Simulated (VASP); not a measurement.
I:

```
CELL_PARAMETERS angstrom
-1.61746 1.61746 4.26481
1.61746 -1.61746 4.26481
1.61746 1.61746 -4.26481
ATOMIC_POSITIONS crystal
I 0.00000 0.00000 0.00000
```

```yaml
Program: VASP 6.6.1
Task: relaxation of cell and atoms
Functional: PBE
Dispersion: D3(BJ)
Potentials_or_basis: VASP PAW PBE potentials, release 64 (I)
Cutoff: 600 eV
k_mesh: 18 × 18 × 18
Occupations: gaussian, width 0.1 eV
Spin: no spin polarisation
```

At the start: pressure -1.1 GPa; volume 44.63 Å³/atom.

Q: How do energy, volume and symmetry change on relaxing?

A: Over 10 steps the energy falls by 34.6 meV/atom and the volume is 37.59 Å³/atom (-15.8 %); space group I4/mmm (No. 139, to 0.05 Å).

Step by step:
```
step  energy change (eV)  largest force (eV/Å)  pressure (GPa)  volume (Å³)
   1              0.0000                0.0000           -1.08        44.63
   2             -0.0077                0.0000           -0.11        42.72
   3             -0.0078                0.0000            0.03        42.44
   4             -0.0156                0.0000            0.07        41.38
   5             -0.0326                0.0000            0.28        38.21
   6              0.0487                0.0000            2.95        31.86
   7             -0.0336                0.0000            0.33        37.73
   8             -0.0339                0.0000            0.44        37.20
   9             -0.0331                0.0000           -0.59        38.19
  10             -0.0346                0.0000            0.00        37.59
```

Final structure:
```cif
data_structure
_symmetry_space_group_name_H-M 'P 1'
_symmetry_Int_Tables_number 1
_cell_length_a 4.3166
_cell_length_b 4.3166
_cell_length_c 4.3166
_cell_angle_alpha 136.525
_cell_angle_beta 136.525
_cell_angle_gamma 63.170
_cell_volume 37.59
loop_
_atom_site_label
_atom_site_type_symbol
_atom_site_fract_x
_atom_site_fract_y
_atom_site_fract_z
_atom_site_occupancy
I1 I 0.00000 0.00000 0.00000 1
```

Caveat: the volume moved by over 15 % at a fixed basis, so the end points are rough; an odd number of electrons without spin polarisation forces a metal; a magnetic or distorted state may lie lower; pairwise dispersion overbinds metals, which lowers pressure and volume.
